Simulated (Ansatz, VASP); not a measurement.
One calculation of LiCo3Pt, two programs

```
Li Co Pt
1.0
     4.55732    0.00000    0.00000
     0.00000    4.55732    0.00000
     0.00000    0.00000    4.55732
Li Co Pt
1 3 1
Direct
  0.00000 0.00000 0.00000
  0.00000 0.50000 0.50000
  0.50000 0.00000 0.50000
  0.50000 0.50000 0.00000
  0.50000 0.50000 0.50000
```

Alike in both runs: task relaxation of cell and atoms; functional PBE; k mesh 8 × 8 × 8; occupations gaussian, width 0.1 eV; no spin polarisation.

```csv
,VASP,Ansatz
version,VASP 6.6.1,Ansatz 0.2.0
potentials or method,"VASP PAW PBE potentials, release 64 (Li_sv, Co, Pt), cutoff 600 eV","scalar-relativistic, plane waves, PAW"
valence electrons in the cell,40,72
```

|  | VASP | Ansatz | Ansatz less VASP |
| --- | --- | --- | --- |
| gap on the k mesh at the Fermi level, each at its own relaxed structure (eV) | none | none | - |
| relaxed volume (Å³/atom) | 18.93 | 19.02 | +0.091 |
| relaxed cell length with the largest relative difference (Å) | 4.557 | 4.565 | +0.0073 |

A gap of «none» marks a metal or a gap that the smearing closes. VASP's potentials hold 40 valence electrons a cell and Ansatz's 72, so a difference there can come from the potentials and not from the codes.

Spin-orbit coupling is off throughout. Noted on VASP's run: the cutoff is short for stress, so the pressure is rough; the relaxation stopped at its first step, so nothing moved.
